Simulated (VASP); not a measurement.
The system is BeS.

```
CELL_PARAMETERS angstrom
0.00000 2.38562 2.47134
2.38562 0.00000 2.47134
2.38562 2.38562 0.00000
ATOMIC_POSITIONS crystal
Be 0.00000 0.00000 0.00000
S 0.25000 0.25000 0.25000
```

This cell differs from its parent crystal: epitaxial xy strain -2.0%.

Base run:

```yaml
Program: VASP 6.6.1
Functional: PBE
Potentials_or_basis: VASP PAW PBE potentials, release 64 (Be, S)
Cutoff: 520 eV
k_mesh: 10 × 10 × 10
Occupations: fermi-dirac, width 0.02 eV
Spin: no spin polarisation
```

Its results: band gap on the k mesh 2.92 eV, indirect (least direct gap 5.59 eV); pressure 2.9 GPa.

The run is repeated on the same cell with these changes: functional from PBE to r2SCAN; occupations from fermi-dirac, width 0.02 eV to gaussian, width 0.01 eV. What comes out?

Band gap on the k mesh 3.38 eV, indirect (least direct gap 6.17 eV); pressure 2.9 GPa.

Caveats: the PAW data sets were made with another functional, which shifts forces and pressure a little (some runs).

A k mesh can miss the band edges.
